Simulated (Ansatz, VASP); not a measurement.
**Two plane-wave programs on SnSe**

```
Sn Se
1.0
     0.00000    2.88650    2.88650
     2.88650    0.00000    2.88650
     2.88650    2.88650    0.00000
Sn Se
1 1
Direct
  0.00000 0.00000 0.00000
  0.50000 0.50000 0.50000
```

Alike in both runs: task single point; functional LDA; k mesh 8 × 8 × 8; occupations gaussian, width 0.02 eV; no spin polarisation.

|  | VASP | Ansatz |
| --- | --- | --- |
| version | VASP 6.6.1 | Ansatz 0.2.0 |
| potentials or method | VASP PAW LDA potentials, release 64 (Sn_d, Se), cutoff 520 eV | scalar-relativistic, plane waves, PAW |
| valence electrons in the cell | 20 | 30 |

```csv
,VASP,Ansatz,Ansatz less VASP
gap on the k mesh at the Fermi level (eV),0.67,0.68,+0.010
least direct gap on the mesh (eV),0.85,0.86,+0.016
pressure (GPa),4.4,4.3,-0.14
```

LDA's correlation is that of Perdew and Zunger in VASP and of Perdew and Wang (1992) in Ansatz. VASP's potentials hold 20 valence electrons a cell and Ansatz's 30, so a difference there can come from the potentials and not from the codes.
